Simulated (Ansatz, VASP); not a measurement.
# Two plane-wave programs on Hf

```
Hf
1.0
     5.14424    0.00000    0.00000
    -2.57212    4.45504    0.00000
     0.00000    0.00000    2.70876
Hf
2
Cartesian
  0.0000 2.9700 0.0000
  2.5721 1.4850 0.0000
```

Alike in both runs: task relaxation of cell and atoms; functional r2SCAN; k mesh 12 × 12 × 20; occupations gaussian, width 0.1 eV; no spin polarisation.

```csv
,VASP,Ansatz
version,VASP 6.6.1,Ansatz 0.2.0
potentials or method,"VASP PAW PBE potentials, release 64 (Hf_pv), cutoff 600 eV","scalar-relativistic, plane waves, PAW"
valence electrons in the cell,20,52
```

|  | VASP | Ansatz | Ansatz less VASP |
| --- | --- | --- | --- |
| gap on the k mesh at the Fermi level, each at its own relaxed structure (eV) | none | none | - |
| relaxed volume (Å³/atom) | 30.98 | 31.12 | +0.137 |
| relaxed length of the cell vector where the two differ most in proportion (Å) | 2.706 | 2.712 | +0.0059 |

VASP's potentials were made for PBE, not for r2SCAN. A gap of «none» marks a metal or a gap that the smearing closes. VASP's potentials hold 20 valence electrons a cell and Ansatz's 52, so a difference there can come from the potentials and not from the codes.

Neither program's run includes spin-orbit coupling.
